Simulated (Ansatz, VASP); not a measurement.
**Two plane-wave programs on NiO**

```
Ni O
1.0
     0.00000    2.10228    2.10228
     2.10228    0.00000    2.10228
     2.10228    2.10228    0.00000
Ni O
1 1
Direct
  0.00000 0.00000 0.00000
  0.50000 0.50000 0.50000
```

Alike in both runs: task single point; functional revPBE; dispersion D4; k mesh 10 × 10 × 10; occupations gaussian, width 0.05 eV; collinear spin; Hubbard terms Ni d U = 6.2 eV.

|  | VASP | Ansatz |
| --- | --- | --- |
| version | VASP 6.6.1 | Ansatz 0.2.0 |
| potentials or method | VASP PAW PBE potentials, release 64 (Ni, O), cutoff 600 eV | scalar-relativistic, plane waves, PAW |
| valence electrons in the cell | 16 | 24 |

|  | VASP | Ansatz | Ansatz less VASP |
| --- | --- | --- | --- |
| gap on the k mesh at the Fermi level (eV) | 2.66 | 2.21 | -0.452 |
| least direct gap on the mesh (eV) | 3.26 | 2.99 | -0.272 |
| pressure (GPa) | 0.2 | 10.2 | +9.92 |
| net moment per atom (μB) | 1.00 | 1.00 | 0.000 |
| size of the moment on the site where the two differ most (μB) | 1.83 | 1.73 | -0.098 |

VASP's potentials were made for PBE, not for revPBE. Site moments also hang on the region over which each program counts them. The programs project onto different local orbitals, so the same U acts differently, and such runs can settle in different states. VASP's potentials hold 16 valence electrons a cell and Ansatz's 24, so a difference there can come from the potentials and not from the codes. Ansatz's warnings: dispersion switch in reach, stability check not made.
